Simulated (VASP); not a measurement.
Write the native input for VASP 6.6.1 that does the following.

```
Task                   : single point
Functional             : r2SCAN
Potentials or basis    : VASP PAW PBE potentials, release 64 (Ga_d, N)
Cutoff                 : 520 eV
k mesh                 : 10 × 10 × 10
Occupations            : gaussian, width 0.01 eV
Spin                   : no spin polarisation
Dipole correction      : no
Further INCAR settings : ALGO = Normal; EDIFF = 1e-06; NBANDS = 16
```

GaN:

```
CELL_PARAMETERS angstrom
0.00000 2.06634 2.06634
2.06634 0.00000 2.06634
2.06634 2.06634 0.00000
ATOMIC_POSITIONS crystal
Ga 0.00000 0.00000 0.00000
N 0.50000 0.50000 0.50000
```

This cell differs from its parent crystal: strain -2.0%.

One way to write it, as run:

POSCAR

```
GaN
1.0
    0.0000000000      2.0663449315      2.0663449315
    2.0663449315      0.0000000000      2.0663449315
    2.0663449315      2.0663449315      0.0000000000
Ga N
1 1
Direct
    0.0000000000      0.0000000000      0.0000000000
    0.5000000000      0.5000000000      0.5000000000
```

INCAR.step1

```
SYSTEM = GaN
  PREC = Accurate
  ENCUT = 520
  ISMEAR = 0
  SIGMA = 0.01
  LREAL = .False.
  LASPH = .True.
  NELM = 60
  NBANDS = 16
  GGA = PE
  ALGO = Normal
  EDIFF = 1E-4
  LWAVE = .True.
  LCHARG = .False.
```

INCAR.step2

```
SYSTEM = GaN
  PREC = Accurate
  ENCUT = 520
  EDIFF = 1E-6
  ISMEAR = 0
  SIGMA = 0.01
  LREAL = .False.
  LASPH = .True.
  NELM = 60
  ALGO = Normal
  ISIF = 2
  LWAVE = .False.
  LCHARG = .True.
  METAGGA = R2SCAN
  LMIXTAU = .True.
  LELF = .True.
  LVHAR = .True.
  NBANDS = 16
  ISTART = 1
```

KPOINTS

```
regular mesh
0
Gamma
  10 10 10
  0 0 0
```

Potentials or basis: VASP PAW PBE potentials, release 64 (Ga_d, N).

The run is started by

```sh
$ cat potpaw_PBE.64/Ga_d/POTCAR potpaw_PBE.64/N/POTCAR > POTCAR
$ cp INCAR.step1 INCAR
$ mpirun -np 1 vasp_std > vasp.out
$ cp INCAR.step2 INCAR
$ mpirun -np 1 vasp_std > vasp.out
```

It gave:

- Pressure: 18.5 GPa
- Band gap on the k mesh: 1.60 eV, indirect (least direct gap 4.24 eV)

Caveat: the cell differs from its parent crystal (strain -2.0%); the PAW data sets were made with another functional, which shifts forces and pressure a little.

Wall time 40 s on 1 thread of Intel Xeon 6975P-C, with other jobs on the host, peak memory 0.15 GiB.
